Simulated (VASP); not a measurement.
# Si2Mo (P4mm) in VASP: single point with PBEsol

Aim: the single point of Si2Mo with PBEsol.

All numbers are computed with VASP 6.6.1; they aren't measurements. Logs are shortened: lines on timing, memory, paths and dates and some standing lists are left out, and cuts for length are marked.

## (1) The cell of the first run

Symmetry: P4mm, No. 99, tetragonal system. The conventional cell has a = 3.190 Å, b = 3.190 Å, c = 15.493 Å, α = 90.00°, β = 90.00°, γ = 90.00°. Within 3.2 Å of Si (site symmetry 4mm) lie 9 Si at 2.43 to 3.19 Å and 5 Mo at 2.53 to 2.62 Å. Within 3.4 Å of Si (site symmetry 4mm) lie 9 Si at 2.58 to 3.19 Å and 5 Mo at 2.60 to 2.62 Å. Within 3.4 Å of Si (site symmetry 4mm) lie 9 Si at 2.58 to 3.19 Å and 5 Mo at 2.60 to 2.62 Å. Within 3.4 Å of Si (site symmetry 4mm) lie 9 Si at 2.58 to 3.19 Å and 5 Mo at 2.60 to 2.62 Å. Within 3.2 Å of Si (site symmetry 4mm) lie 9 Si at 2.43 to 3.19 Å and 5 Mo at 2.60 to 2.62 Å. Si (site symmetry 4mm) has 5 Mo at 2.47 to 2.60 Å and 9 Si at 2.58 to 3.19 Å within 3.3 Å. Si (site symmetry 4mm) has 9 Si at 2.58 to 3.19 Å and 5 Mo at 2.60 to 2.62 Å within 3.4 Å. Within 3.4 Å of Si (site symmetry 4mm) lie 9 Si at 2.58 to 3.19 Å and 5 Mo at 2.60 to 2.62 Å.

## (2) Single point, PBEsol (the distance across one plane changed)

The input, INCAR:

```
  ALGO = Normal
  EDIFF = 1E-6
  ENCUT = 520
  GGA = PS
  ISIF = 2
  ISMEAR = 0
  LASPH = True
  LCHARG = False
  LREAL = False
  LWAVE = False
  NBANDS = 56
  NELM = 100
  PREC = Accurate
  SIGMA = 0.15
```

The input, KPOINTS:

```
k-points
0
Gamma
  15 15 3
```

The input, POSCAR:

```
Si2Mo
1.0
   -3.1900701689      0.0000000000      0.0000000000
    0.0000000000     -3.1900701689      0.0000000000
    0.0000000000      0.0000000000     15.4927680287
Si Mo
8 4
Direct
    0.0000000000      0.0000000000      0.9680626781
    0.5000000000      0.5000000000      0.7156421939
    0.0000000000      0.0000000000      0.4632217097
    0.5000000000      0.5000000000      0.2108012255
    0.0000000000      0.0000000000      0.1249180184
    0.5000000000      0.5000000000      0.8821794710
    0.0000000000      0.0000000000      0.6297589868
    0.5000000000      0.5000000000      0.3773385026
    0.5000000000      0.5000000000      0.5464903483
    1.0000000000      1.0000000000      0.2940698641
    0.5000000000      0.5000000000      0.0416493799
    1.0000000000      1.0000000000      0.7989108324
```

Potentials or basis: VASP PAW PBE potentials, release 64 (Si, Mo_sv).

Run with:

```sh
$ cat potpaw_PBE.64/Si/POTCAR potpaw_PBE.64/Mo_sv/POTCAR > POTCAR
$ mpirun -np 1 vasp_std > vasp.out
```

OUTCAR:

```text
EDIFF = 1E-6
   ENCUT = 520
   GGA = PS
   ISIF = 2
   ISMEAR = 0
   LASPH = True
   LREAL = False
   NELM = 100
   PREC = Accurate

 ion  position               nearest neighbor table
   1  0.000  0.000  0.968-   5 2.43  11 2.53  11 2.53  11 2.53  11 2.53   6 2.62   6 2.62   6 2.62
                             6 2.62  12 2.62
   2  0.500  0.500  0.716-   6 2.58  12 2.60  12 2.60  12 2.60  12 2.60   7 2.62   7 2.62   7 2.62
                             7 2.62   9 2.62
   3  0.000  0.000  0.463-   7 2.58   9 2.60   9 2.60   9 2.60   9 2.60   8 2.62   8 2.62   8 2.62
                             8 2.62  10 2.62
   4  0.500  0.500  0.211-   8 2.58  10 2.60  10 2.60  10 2.60  10 2.60   5 2.62   5 2.62   5 2.62
                             5 2.62  11 2.62
   5  0.000  0.000  0.125-   1 2.43  11 2.60  11 2.60  11 2.60  11 2.60   4 2.62   4 2.62   4 2.62
                             4 2.62  10 2.62
   6  0.500  0.500  0.882-  11 2.47   2 2.58  12 2.60  12 2.60  12 2.60  12 2.60   1 2.62   1 2.62
                             1 2.62   1 2.62
   7  0.000  0.000  0.630-   3 2.58   9 2.60   9 2.60   9 2.60   9 2.60   2 2.62   2 2.62   2 2.62
                             2 2.62  12 2.62
   8  0.500  0.500  0.377-   4 2.58  10 2.60  10 2.60  10 2.60  10 2.60   3 2.62   3 2.62   3 2.62
                             3 2.62   9 2.62
   9  0.500  0.500  0.546-   7 2.60   7 2.60   7 2.60   7 2.60   3 2.60   3 2.60   3 2.60   3 2.60
                             2 2.62   8 2.62
  10  0.000  0.000  0.294-   8 2.60   8 2.60   8 2.60   8 2.60   4 2.60   4 2.60   4 2.60   4 2.60
                             3 2.62   5 2.62
  11  0.500  0.500  0.042-   6 2.47   1 2.53   1 2.53   1 2.53   1 2.53   5 2.60   5 2.60   5 2.60
                             5 2.60   4 2.62
  12  0.000  0.000  0.799-   2 2.60   2 2.60   2 2.60   2 2.60   6 2.60   6 2.60   6 2.60   6 2.60
                             7 2.62   1 2.62

  LATTYP: Found a simple tetragonal cell.
 ALAT       =     3.1900701689
 C/A-ratio  =     4.8565602662

  Lattice vectors:

 A1 = (  -3.1900701689,   0.0000000000,   0.0000000000)
 A2 = (   0.0000000000,  -3.1900701689,   0.0000000000)
 A3 = (   0.0000000000,   0.0000000000,  15.4927680287)

Analysis of symmetry for initial positions (statically):
=====================================================================
 Subroutine PRICEL returns:
 Original cell was already a primitive cell.

 Routine SETGRP: Setting up the symmetry group for a
 simple tetragonal supercell.

 Subroutine GETGRP returns: Found  8 space group operations
 (whereof  8 operations were pure point group operations)
 out of a pool of 16 trial point group operations.

The static configuration has the point symmetry C_4v.

Analysis of symmetry for dynamics (positions and initial velocities):
=====================================================================
 Subroutine PRICEL returns:
 Original cell was already a primitive cell.

 Routine SETGRP: Setting up the symmetry group for a
 simple tetragonal supercell.

 Subroutine GETGRP returns: Found  8 space group operations
 (whereof  8 operations were pure point group operations)
 out of a pool of 16 trial point group operations.

The dynamic configuration has the point symmetry C_4v.

 Subroutine INISYM returns: Found  8 space group operations
 (whereof  8 operations are pure point group operations),
 and found     1 'primitive' translations

----------------------------------------------------------------------------------------

                                     Primitive cell

  volume of cell :     157.6629

  direct lattice vectors                    reciprocal lattice vectors
    -3.190070169  0.000000000  0.000000000    -0.313472729  0.000000000  0.000000000
     0.000000000 -3.190070169  0.000000000     0.000000000 -0.313472729  0.000000000
     0.000000000  0.000000000 15.492768029     0.000000000  0.000000000  0.064546245

  length of vectors
     3.190070169  3.190070169 15.492768029     0.313472729  0.313472729  0.064546245

  position of ions in fractional coordinates (direct lattice)
     0.000000000  0.000000000  0.968062678
     0.500000000  0.500000000  0.715642194
     0.000000000  0.000000000  0.463221710
     0.500000000  0.500000000  0.210801225
     0.000000000  0.000000000  0.124918018
     0.500000000  0.500000000  0.882179471
     0.000000000  0.000000000  0.629758987
     0.500000000  0.500000000  0.377338503
     0.500000000  0.500000000  0.546490348
     0.000000000  0.000000000  0.294069864
     0.500000000  0.500000000  0.041649380
     0.000000000  0.000000000  0.798910832

  ion indices of the primitive-cell ions
   primitive index   ion index
                 1           1
                 2           2
                 3           3
                 4           4
                 5           5
                 6           6
                 7           7
                 8           8
                 9           9
                10          10
                11          11
                12          12

----------------------------------------------------------------------------------------

 KPOINTS: k-points

Automatic generation of k-mesh.
 Grid dimensions read from file:
 generate k-points for:   15   15    3

 Generating k-lattice:

  Cartesian coordinates                     Fractional coordinates (reciprocal lattice)
    -0.020898182  0.000000000  0.000000000     0.066666667  0.000000000  0.000000000
     0.000000000 -0.020898182  0.000000000     0.000000000  0.066666667  0.000000000
     0.000000000  0.000000000  0.021515415     0.000000000  0.000000000  0.333333333

  Length of vectors
     0.020898182  0.020898182  0.021515415

  Shift w.r.t. Gamma in fractional coordinates (k-lattice)
     0.000000000  0.000000000  0.000000000

 Subroutine IBZKPT returns following result:
 ===========================================

 Found     72 irreducible k-points:

 Following reciprocal coordinates:
            Coordinates               Weight
  0.000000  0.000000  0.000000      1.000000
  0.066667  0.000000  0.000000      4.000000
  0.133333  0.000000  0.000000      4.000000
  0.200000  0.000000  0.000000      4.000000
  0.266667  0.000000  0.000000      4.000000
  0.333333  0.000000  0.000000      4.000000
[... 16 lines left out ...]
  0.266667  0.200000  0.000000      8.000000
  0.333333  0.200000  0.000000      8.000000
 [... further k-points ...]
   k-points           NKPTS =     72   k-points in BZ     NKDIM =     72   number of bands    NBANDS=     56
   number of dos      NEDOS =    301   number of ions     NIONS =     12
   total plane-waves  NPLWV =  69120
   dimension x,y,z NGX =    24 NGY =   24 NGZ =  120
   dimension x,y,z NGXF=    48 NGYF=   48 NGZF=  240
   ions per type =               8   4
   NGX,Y,Z   is equivalent  to a cutoff of  12.51, 12.51, 12.88 a.u.
   NGXF,Y,Z  is equivalent  to a cutoff of  25.01, 25.01, 25.75 a.u.
 SYSTEM =  unknown system
   PREC   = accura    normal or accurate (medium, high low for compatibility)
   ISTART =      0    job   : 0-new  1-cont  2-samecut
   ICHARG =      2    charge: 1-file 2-atom 10-const
   ISPIN  =      1    spin polarized calculation?
   LNONCOLLINEAR =      F non collinear calculations
   LSORBIT =      F    spin-orbit coupling
   LASPH  =      T    aspherical Exc in radial PAW
   ENCUT  =  520.0 eV  38.22 Ry    6.18 a.u.   5.93  5.93 28.81*2*pi/ulx,y,z
   NELM   =    100;   NELMIN=  2; NELMDL= -5     # of ELM steps
   EDIFF  = 0.1E-05   stopping-criterion for ELM
   LREAL  =      F    real-space projection
   EDIFFG = 0.1E-04   stopping-criterion for IOM
   NSW    =      0    number of steps for IOM
   IBRION =     -1    ionic relax: 0-MD 1-quasi-New 2-CG
   NFREE  =      0    steps in history (QN), initial steepest desc. (CG)
   ISIF   =      2    stress and relaxation
   ISYM   =      2    0-nonsym 1-usesym 2-fastsym
   POTIM  = 0.5000    time-step for ionic-motion
   TEBEG  =    0.0;   TEEND  =   0.0 temperature during run
   PSTRESS=    0.0 pullay stress
   NELECT =      88.0000    total number of electrons
   NUPDOWN=      -1.0000    fix difference up-down
   EMIN   =  10.00;   EMAX   =-10.00  energy-range for DOS
   EFERMI =   0.00;   METHOD = LEGACY
   ISMEAR =     0;   SIGMA  =   0.15  broadening in eV -4-tet -1-fermi 0-gaus
   EFERMI_NEDOS =   21; number of points for ismear=-14 and -15
   IALGO  =     38    algorithm
   IMIX   =      4    mixing-type and parameters
     AMIX     =   0.40;   BMIX     =  1.00
     AMIX_MAG =   1.60;   BMIX_MAG =  1.00
  volume/ion in A,a.u.               =      13.14        88.66
  Fermi-wavevector in a.u.,A,eV,Ry     =   1.347905  2.547171 24.719709  1.816847
  Thomas-Fermi vector in A             =   2.475617
   LORBIT       =      0    0 simple, 1 ext, 2 COOP (PROOUT), +10 PAW based schemes
   GGA     = PS    functional components
   LHFCALC =     F    Hartree Fock is set to
   AEXX    =    0.0000 exact exchange contribution
   IVDW    =     0    specifies the selected vdW correction
   LEPSILON=     F    determine dielectric tensor
   LRPA    =     F    only Hartree local field effects (RPA)
 non-spin polarized calculation
 Gauss-broadening in eV      SIGMA  =   0.15
  energy-cutoff  :      520.00
  volume of cell :      157.66
 maximum number of plane-waves:      4286
 NGX is ok and might be reduce to    24
   NGX = 11   NGY = 11   NGZ = 57

 number of electron      88.0000013 magnetization

 Free energy of the ion-electron system (eV)
  ---------------------------------------------------
  ext. energy  EPLUGINS =         0.00000000
  ---------------------------------------------------
  free energy    TOTEN  =      -100.11921154 eV

  energy without entropy =     -100.10872202  energy(sigma->0) =     -100.11396678

 E-fermi :  12.4746     XC(G=0): -12.6055

 val. band max:       12.4550581997   @ k =   0.0667   0.0667   0.0000
 cond. band min:      12.4750251516   @ k =   0.2000   0.0667   0.0000
 fundamental gap:      0.0199669519
 Fermi energy:        12.4746282612

 k-point     1 :       0.0000    0.0000    0.0000
  band No.  band energies     occupation
      1     -48.1809      2.00000
      2     -48.1579      2.00000
      3     -48.1104      2.00000
      4     -48.0041      2.00000
      5     -22.3907      2.00000
      6     -22.3660      2.00000
[... 48 lines left out ...]
     55      15.9479      0.00000
     56      15.9479      0.00000

 k-point     2 :       0.0667    0.0000    0.0000
  band No.  band energies     occupation
      1     -48.1801      2.00000
      2     -48.1570      2.00000
      3     -48.1096      2.00000
      4     -48.0033      2.00000
      5     -22.3892      2.00000
      6     -22.3645      2.00000
[... 48 lines left out ...]
     55      15.7936      0.00000
     56      16.3052      0.00000

 k-point     3 :       0.1333    0.0000    0.0000
  band No.  band energies     occupation
      1     -48.1777      2.00000
      2     -48.1545      2.00000
      3     -48.1072      2.00000
      4     -48.0009      2.00000
      5     -22.3848      2.00000
      6     -22.3647      2.00000
[... 1172 lines left out ...]
 k-point    23 :       0.2667    0.2000    0.0000
  band No.  band energies     occupation
      1     -48.1637      2.00000
      2     -48.1400      2.00000
      3     -48.0931      2.00000
      4     -47.9869      2.00000
      5     -22.4612      2.00000
      6     -22.4252      2.00000
[... 48 lines left out ...]
     55      16.3009      0.00000
     56      16.3952      0.00000

 k-point    24 :       0.3333    0.2000    0.0000
  band No.  band energies     occupation
      1     -48.1599      2.00000
      2     -48.1361      2.00000
      3     -48.0893      2.00000
      4     -47.9831      2.00000
      5     -22.5149      2.00000
      6     -22.4768      2.00000
[... 48 lines left out ...]
     55      16.0698      0.00000
     56      16.1940      0.00000

 [... further k-points ...]

------------------------ aborting loop because EDIFF is reached ----------------------------------------

  FORCE on cell =-STRESS in cart. coord.  units (eV):
  Direction    XX          YY          ZZ          XY          YZ          ZX
  --------------------------------------------------------------------------------------
  -------------------------------------------------------------------------------------
  Total        1.6213680      1.6213680      6.5140332      0.0000000      0.0000000      0.0000000
  in kB       16.4764138     16.4764138     66.1958957      0.0000000      0.0000000      0.0000000
  external PRESSURE =      33.0495745 kB  Pullay stress =       0.0000000 kB

 VOLUME and BASIS-vectors are now :
 -----------------------------------------------------------------------------
  energy-cutoff  :      520.00
  volume of cell :      157.66
      direct lattice vectors                 reciprocal lattice vectors
    -3.190070169  0.000000000  0.000000000    -0.313472729  0.000000000  0.000000000
     0.000000000 -3.190070169  0.000000000     0.000000000 -0.313472729  0.000000000
     0.000000000  0.000000000 15.492768029     0.000000000  0.000000000  0.064546245

 POSITION                                       TOTAL-FORCE (eV/Angst)
 -----------------------------------------------------------------------------------
      0.00000      0.00000     14.99797         0.000000     -0.000000     -1.733395
     -1.59504     -1.59504     11.08728         0.000000     -0.000000      0.096110
      0.00000      0.00000      7.17659         0.000000     -0.000000      0.066543
     -1.59504     -1.59504      3.26589         0.000000      0.000000      0.152805
      0.00000      0.00000      1.93533         0.000000     -0.000000      0.752757
     -1.59504     -1.59504     13.66740         0.000000     -0.000000     -0.841341
      0.00000      0.00000      9.75671         0.000000     -0.000000      0.095581
     -1.59504     -1.59504      5.84602         0.000000      0.000000      0.062372
     -1.59504     -1.59504      8.46665         0.000000     -0.000000     -0.172136
      0.00000      0.00000      4.55596         0.000000     -0.000000     -0.152537
     -1.59504     -1.59504      0.64526         0.000000      0.000000      2.057329
      0.00000      0.00000     12.37734        -0.000000     -0.000000     -0.384087
 -----------------------------------------------------------------------------------
    total drift:                               -0.000000      0.000000     -0.000134

  FREE ENERGIE OF THE ION-ELECTRON SYSTEM (eV)
  ---------------------------------------------------
  free  energy   TOTEN  =      -100.1192115422 eV

  energy  without entropy=     -100.1087220156  energy(sigma->0) =     -100.11396678
```

Run time: 6.4 min. Hardware: 1 thread of Intel Xeon 6975P-C (Granite Rapids), shared host; peak memory 0.54 GiB.

What came out:

```
Free energy            : -100.1192 eV
Pressure               : 3.3 GPa
Largest force          : 2.057 eV/Å
Band gap on the k mesh : zero (bands 44 and 45 overlap by 0.69 eV)
```

Forces in eV/Å, atoms in the order of the input:
```
Si   0.000  0.000 -1.733
Si   0.000  0.000  0.096
Si   0.000  0.000  0.067
Si   0.000  0.000  0.153
Si   0.000  0.000  0.753
Si   0.000  0.000 -0.841
Si   0.000  0.000  0.096
Si   0.000  0.000  0.062
Mo   0.000  0.000 -0.172
Mo   0.000  0.000 -0.153
Mo   0.000  0.000  2.057
Mo   0.000  0.000 -0.384
```

Caveat: the cell differs from its parent crystal (the distance across one plane changed); the cell stands under pressure; the PAW data sets were made with another functional, which shifts forces and pressure a little.
